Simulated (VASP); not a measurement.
Be2Se:

```xyz
3
Lattice="4.1908 0.0000 0.0000 -2.0954 3.6294 0.0000 0.0000 0.0000 2.7842" Properties=species:S:1:pos:R:3 pbc="T T T"
Be    0.0000    2.4196    1.3921
Be    2.0954    1.2098    1.3921
Se    0.0000    0.0000    1.3921
```

The cell was built from a structure type or drawn by symmetry, and may not be a known phase.

- Program: VASP 6.6.1
- Task: relaxation of cell and atoms
- Functional: PBE
- Potentials or basis: VASP PAW PBE potentials, release 64 (Be, Se)
- Cutoff: 600 eV
- k mesh: 12 × 12 × 16
- Occupations: gaussian, width 0.1 eV
- Spin: no spin polarisation

At the start: pressure -1.7 GPa; volume 14.12 Å³/atom.

Q: How do energy, volume and symmetry change on relaxing?

A: Over 7 steps the energy falls by 47.1 meV/atom and the volume is 13.46 Å³/atom (-4.6 %); space group P6/mmm (No. 191, to 0.1 Å) before and after.

The path:
| step | energy change (eV) | largest force (eV/Å) | pressure (GPa) | volume (Å³) |
| --- | --- | --- | --- | --- |
| 1 | 0.0000 | 0.0000 | -1.70 | 42.35 |
| 2 | -0.0720 | 0.0000 | -1.65 | 41.42 |
| 3 | -0.0054 | 0.0000 | 4.65 | 38.46 |
| 4 | -0.1404 | 0.0000 | 0.09 | 40.29 |
| 5 | -0.1408 | 0.0000 | 0.56 | 40.10 |
| 6 | -0.1411 | 0.0000 | 0.37 | 40.17 |
| 7 | -0.1414 | 0.0000 | -0.03 | 40.39 |

Final structure:
```xyz
3
Lattice="4.2507 0.0000 0.0000 -2.1253 3.6812 0.0000 0.0000 0.0000 2.5815" Properties=species:S:1:pos:R:3 pbc="T T T"
Be    0.0000    2.4541    1.2907
Be    2.1253    1.2271    1.2907
Se   -2.1253    3.6812    1.2907
```
